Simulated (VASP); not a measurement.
# TlCl (R-3m) in VASP: further runs

TlCl is run at these levels: LDA; tasks: single point.

Program: VASP 6.6.1. These are calculated values, not measurements. Logs are shortened: lines on timing, memory, paths and dates and some standing lists are left out, and cuts for length are marked.

## 1. The cell of the first run

It takes space group R-3m (No. 166, trigonal). The conventional cell has a = 5.237 Å, b = 5.237 Å, c = 6.366 Å, α = 90.00°, β = 90.00°, γ = 120.00°. Within 4.2 Å of Tl (site symmetry -3m) lie 8 Cl at 3.18 to 3.20 Å and 6 Tl at 3.69 Å. Within 4.2 Å of Cl (site symmetry -3m) lie 8 Tl at 3.18 to 3.20 Å and 6 Cl at 3.69 Å.

## 2. Single point, LDA, non-collinear spin, zero start, spin-orbit coupling (equal xy, yz and zx engineering shears of -0.5 %)

Input file INCAR:

```
SYSTEM = TlCl
PREC = Accurate ; ENCUT = 500
EDIFF = 1E-6 ; ISMEAR = 0
SIGMA = 0.01 ; LREAL = .FALSE.
LASPH = .TRUE. ; NELM = 200
ALGO = Normal ; ISIF = 2
LWAVE = .FALSE. ; LCHARG = .TRUE.
MAGMOM = 0 0 0 0 0 0 ; LORBIT = 11
LSORBIT = .TRUE. ; GGA_COMPAT = .FALSE.
LORBMOM = .TRUE. ; GGA = CA
LVHAR = .TRUE. ; NBANDS = 32
```

Input file KPOINTS:

```
Automatic mesh
0
G
  6 6 6
  0 0 0
```

Input file POSCAR:

```
TlCl
1.0
    3.6938912584     -0.0092347282     -0.0092347282
   -0.0092347282      3.6938912584     -0.0092347282
   -0.0092347282     -0.0092347282      3.6938912584
Tl Cl
1 1
Direct
    0.0000000000      0.0000000000      0.0000000000
    0.5000000000      0.5000000000      0.5000000000
```

Potentials or basis: VASP PAW LDA potentials, release 64 (Tl_d, Cl).

On the command line:

```console
$ cat potpaw_LDA.64/Tl_d/POTCAR potpaw_LDA.64/Cl/POTCAR > POTCAR
$ mpirun -np 1 vasp_ncl > vasp.out
```

OUTCAR:

```text
SYSTEM = TlCl
   PREC = Accurate
   ENCUT = 500
   EDIFF = 1E-6
   ISMEAR = 0
   LREAL = .FALSE.
   LASPH = .TRUE.
   NELM = 200
   ISIF = 2
   LORBIT = 11
   LSORBIT = .TRUE.
   GGA = CA

 ion  position               nearest neighbor table
   1  0.000  0.000  0.000-   2 3.18   2 3.18   2 3.20   2 3.20   2 3.20   2 3.20   2 3.20   2 3.20

   2  0.500  0.500  0.500-   1 3.18   1 3.18   1 3.20   1 3.20   1 3.20   1 3.20   1 3.20   1 3.20

  LATTYP: Found a trigonal (rhomboedric) cell.
 ALAT       =     3.6939143451
 COS(alpha) =    -0.0049936876

  Lattice vectors:

 A1 = (   3.6938912584,  -0.0092347282,  -0.0092347282)
 A2 = (  -0.0092347282,   3.6938912584,  -0.0092347282)
 A3 = (  -0.0092347282,  -0.0092347282,   3.6938912584)

Analysis of symmetry for initial positions (statically):
=====================================================================
 Subroutine PRICEL returns:
 Original cell was already a primitive cell.

 Routine SETGRP: Setting up the symmetry group for a
 trigonal (rhombohedral) supercell.

 Subroutine GETGRP returns: Found 12 space group operations
 (whereof 12 operations were pure point group operations)
 out of a pool of 12 trial point group operations.

The static configuration has the point symmetry D_3d.

Analysis of symmetry for dynamics (positions and initial velocities):
=====================================================================
 Subroutine PRICEL returns:
 Original cell was already a primitive cell.

 Routine SETGRP: Setting up the symmetry group for a
 trigonal (rhombohedral) supercell.

 Subroutine GETGRP returns: Found 12 space group operations
 (whereof 12 operations were pure point group operations)
 out of a pool of 12 trial point group operations.

The dynamic configuration has the point symmetry D_3d.

Analysis of structural, dynamic, and magnetic symmetry:
=====================================================================
 Subroutine PRICEL returns:
 Original cell was already a primitive cell.

 Routine SETGRP: Setting up the symmetry group for a
 trigonal (rhombohedral) supercell.

 Subroutine GETGRP returns: Found 12 space group operations
 (whereof 12 operations were pure point group operations)
 out of a pool of 12 trial point group operations.

The overall configuration has the point symmetry D_3d.

 Subroutine INISYM returns: Found 12 space group operations
 (whereof 12 operations are pure point group operations),
 and found     1 'primitive' translations

----------------------------------------------------------------------------------------

                                     Primitive cell

  volume of cell :      50.4016

  direct lattice vectors                    reciprocal lattice vectors
     3.693891258 -0.009234728 -0.009234728     0.270720620  0.000678498  0.000678498
    -0.009234728  3.693891258 -0.009234728     0.000678498  0.270720620  0.000678498
    -0.009234728 -0.009234728  3.693891258     0.000678498  0.000678498  0.270720620

  length of vectors
     3.693914345  3.693914345  3.693914345     0.270722320  0.270722320  0.270722320

  position of ions in fractional coordinates (direct lattice)
     0.000000000  0.000000000  0.000000000
     0.500000000  0.500000000  0.500000000

  ion indices of the primitive-cell ions
   primitive index   ion index
                 1           1
                 2           2

----------------------------------------------------------------------------------------

 KPOINTS: Automatic mesh

Automatic generation of k-mesh.
 Grid dimensions read from file:
 generate k-points for:    6    6    6

 Generating k-lattice:

  Cartesian coordinates                     Fractional coordinates (reciprocal lattice)
[... 96 lines left out ...]

 number of electron      19.9999999 magnetization       0.0000000     -0.0000000      0.0000000

 number of electron      19.9999999 magnetization       0.0000000      0.0000000      0.0000000

 number of electron      19.9999999 magnetization      -0.0000000     -0.0000000     -0.0000000

 Free energy of the ion-electron system (eV)
  ---------------------------------------------------
  ext. energy  EPLUGINS =         0.00000000
  ---------------------------------------------------
  free energy    TOTEN  =        -7.19793141 eV

  energy without entropy =       -7.19793141  energy(sigma->0) =       -7.19793141

 E-fermi :   3.9214     XC(G=0): -10.1303

 val. band max:        3.8385471095   @ k =   0.5000   0.0000   0.0000
 cond. band min:       4.8127557286   @ k =   0.5000   0.5000   0.5000
 fundamental gap:      0.9742086191
 Fermi energy:         3.9214082502

 k-point     1 :       0.0000    0.0000    0.0000
  band No.  band energies     occupation
      1     -10.6447      1.00000
      2     -10.6447      1.00000
      3      -7.5214      1.00000
      4      -7.5214      1.00000
      5      -7.5192      1.00000
      6      -7.5192      1.00000
[... 829 lines left out ...]
     31      15.4853      0.00000
     32      15.4853      0.00000

 [... further k-points ...]

------------------------ aborting loop because EDIFF is reached ----------------------------------------

  FORCE on cell =-STRESS in cart. coord.  units (eV):
  Direction    XX          YY          ZZ          XY          YZ          ZX
  --------------------------------------------------------------------------------------
  -------------------------------------------------------------------------------------
  Total       -0.0480217     -0.0480217     -0.0480217      0.0231389      0.0231389      0.0231389
  in kB       -1.5265265     -1.5265265     -1.5265265      0.7355439      0.7355439      0.7355439
  external PRESSURE =      -1.5265265 kB  Pullay stress =       0.0000000 kB

 VOLUME and BASIS-vectors are now :
 -----------------------------------------------------------------------------
  energy-cutoff  :      500.00
  volume of cell :       50.40
      direct lattice vectors                 reciprocal lattice vectors
     3.693891258 -0.009234728 -0.009234728     0.270720620  0.000678498  0.000678498
    -0.009234728  3.693891258 -0.009234728     0.000678498  0.270720620  0.000678498
    -0.009234728 -0.009234728  3.693891258     0.000678498  0.000678498  0.270720620

 POSITION                                       TOTAL-FORCE (eV/Angst)
 -----------------------------------------------------------------------------------
      0.00000      0.00000      0.00000         0.000000     -0.000000      0.000000
      1.83771      1.83771      1.83771        -0.000000      0.000000      0.000000
 -----------------------------------------------------------------------------------
    total drift:                               -0.000000      0.000000      0.000000

  FREE ENERGIE OF THE ION-ELECTRON SYSTEM (eV)
  ---------------------------------------------------
  free  energy   TOTEN  =        -7.1979314092 eV

  energy  without entropy=       -7.1979314092  energy(sigma->0) =       -7.19793141

 orbital moment (x)

 # of ion     p       d       tot
 ----------------------------------------
  1         0.000   0.000   0.000
  2         0.000   0.000   0.000
 ----------------------------------------
            0.000   0.000   0.000

 orbital moment (y)

 # of ion     p       d       tot
 ----------------------------------------
  1        -0.000  -0.000  -0.000
  2         0.000   0.000   0.000
 ----------------------------------------
           -0.000  -0.000  -0.000

 orbital moment (z)

 # of ion     p       d       tot
 ----------------------------------------
  1         0.000  -0.000  -0.000
  2         0.000   0.000   0.000
 ----------------------------------------
            0.000  -0.000  -0.000

 Spin-Orbit-Coupling matrix elements

 Ion:    1  E_soc:     -0.3860044
 l=   1
     0.0000000    -0.0145921    -0.0145921
    -0.0145921     0.0000000    -0.0145921
    -0.0145921    -0.0145921     0.0000000
 l=   2
     0.0000000    -0.0098322     0.0000000    -0.0098322    -0.0399097
    -0.0098322     0.0000000    -0.0299323    -0.0098322    -0.0099774
     0.0000000    -0.0299323     0.0000000    -0.0299323     0.0000000
    -0.0098322    -0.0098322    -0.0299323     0.0000000    -0.0099774
    -0.0399097    -0.0099774     0.0000000    -0.0099774     0.0000000
 l=   3
     0.0000000     0.0000000     0.0000000     0.0000000     0.0000000     0.0000000     0.0000000
     0.0000000     0.0000000     0.0000000     0.0000000     0.0000000     0.0000000     0.0000000
     0.0000000     0.0000000     0.0000000     0.0000000     0.0000000     0.0000000     0.0000000
     0.0000000     0.0000000     0.0000000     0.0000000     0.0000000     0.0000000     0.0000000
     0.0000000     0.0000000     0.0000000     0.0000000     0.0000000     0.0000000     0.0000000
     0.0000000     0.0000000     0.0000000     0.0000000     0.0000000     0.0000000     0.0000000
     0.0000000     0.0000000     0.0000000     0.0000000     0.0000000     0.0000000     0.0000000

 Ion:    2  E_soc:     -0.0044295
 l=   1
     0.0000000    -0.0007382    -0.0007382
    -0.0007382     0.0000000    -0.0007382
    -0.0007382    -0.0007382     0.0000000
 l=   2
     0.0000000     0.0000000     0.0000000     0.0000000     0.0000000
     0.0000000     0.0000000     0.0000000     0.0000000     0.0000000
     0.0000000     0.0000000     0.0000000     0.0000000     0.0000000
     0.0000000     0.0000000     0.0000000     0.0000000     0.0000000
     0.0000000     0.0000000     0.0000000     0.0000000     0.0000000
 l=   3
     0.0000000     0.0000000     0.0000000     0.0000000     0.0000000     0.0000000     0.0000000
     0.0000000     0.0000000     0.0000000     0.0000000     0.0000000     0.0000000     0.0000000
     0.0000000     0.0000000     0.0000000     0.0000000     0.0000000     0.0000000     0.0000000
     0.0000000     0.0000000     0.0000000     0.0000000     0.0000000     0.0000000     0.0000000
     0.0000000     0.0000000     0.0000000     0.0000000     0.0000000     0.0000000     0.0000000
     0.0000000     0.0000000     0.0000000     0.0000000     0.0000000     0.0000000     0.0000000
     0.0000000     0.0000000     0.0000000     0.0000000     0.0000000     0.0000000     0.0000000

 total charge

# of ion       s       p       d       tot
------------------------------------------
    1        1.306   0.162   9.662  11.130
    2        1.603   3.467   0.000   5.070
--------------------------------------------------
tot          2.909   3.629   9.662  16.200

 magnetization (x)

# of ion       s       p       d       tot
------------------------------------------
    1        0.000   0.000   0.000   0.000
    2        0.000  -0.000   0.000  -0.000
--------------------------------------------------
tot          0.000  -0.000   0.000  -0.000

 magnetization (y)

# of ion       s       p       d       tot
------------------------------------------
    1       -0.000  -0.000   0.000  -0.000
    2        0.000   0.000   0.000   0.000
--------------------------------------------------
tot         -0.000  -0.000   0.000  -0.000

 magnetization (z)

# of ion       s       p       d       tot
------------------------------------------
    1        0.000   0.000   0.000   0.000
    2        0.000  -0.000   0.000  -0.000
--------------------------------------------------
tot          0.000  -0.000   0.000  -0.000
```

Run time: 43 s. Hardware: 1 thread of Intel Xeon 6975P-C (Granite Rapids), shared host; peak memory 0.24 GiB.

Results:

* Free energy: -7.1979 eV
* Pressure: -0.2 GPa
* Net moment: 0.00 μB per cell
* Valence electrons inside the program's atomic spheres: Tl 11.13; Cl 5.07

Stress tensor (GPa, compression positive):
```
-0.15  0.07  0.07
 0.07 -0.15  0.07
 0.07  0.07 -0.15
```

Moments on the atoms (μB; x, y, z):
```
Tl  0.00 0.00 0.00
Cl  0.00 0.00 0.00
```

Caveat: the cell differs from its parent crystal (equal xy, yz and zx engineering shears of -0.5 %).

## 3. Single point, LDA, non-collinear spin, zero start, spin-orbit coupling (equal xy, yz and zx engineering shears of +0.5 %)

Input file INCAR:

```
  PREC = Accurate
  ENCUT = 500
  EDIFF = 1E-6
  ISMEAR = 0
  SIGMA = 0.01
  LREAL = F
  LASPH = T
  NELM = 200
  ALGO = Normal
  ISIF = 2
  LWAVE = F
  LCHARG = F
  LNONCOLLINEAR = T
  MAGMOM = 0 0 0 0 0 0
  LORBIT = 11
  LSORBIT = T
  GGA_COMPAT = F
  LORBMOM = T
  GGA = CA
  NBANDS = 32
```

Input file KPOINTS:

```
Automatic mesh
0
Gamma
  6 6 6
```

Input file POSCAR:

```
TlCl
1.0
    3.6938912584      0.0092347282      0.0092347282
    0.0092347282      3.6938912584      0.0092347282
    0.0092347282      0.0092347282      3.6938912584
Tl Cl
1 1
Direct
    0.0000000000      0.0000000000      0.0000000000
    0.5000000000      0.5000000000      0.5000000000
```

Potentials or basis: VASP PAW LDA potentials, release 64 (Tl_d, Cl).

On the command line:

```console
$ cat potpaw_LDA.64/Tl_d/POTCAR potpaw_LDA.64/Cl/POTCAR > POTCAR
$ mpirun -np 1 vasp_ncl > vasp.out
```

Run time: 34 s. Hardware: 1 thread of Intel Xeon 6975P-C (Granite Rapids), shared host; peak memory 0.24 GiB.

Results (log left out):

| Item | Value |
| --- | --- |
| Free energy | -7.1979 eV |
| Pressure | -0.2 GPa |
| Net moment | 0.00 μB per cell |
| Valence electrons inside the program's atomic spheres | Tl 11.13; Cl 5.07 |

Stress tensor (GPa, compression positive):
```
-0.15 -0.07 -0.07
-0.07 -0.15 -0.07
-0.07 -0.07 -0.15
```

Moments on the atoms (μB; x, y, z):
```
Tl  0.00 0.00 0.00
Cl  0.00 0.00 0.00
```

Caveat: the cell differs from its parent crystal (equal xy, yz and zx engineering shears of +0.5 %).
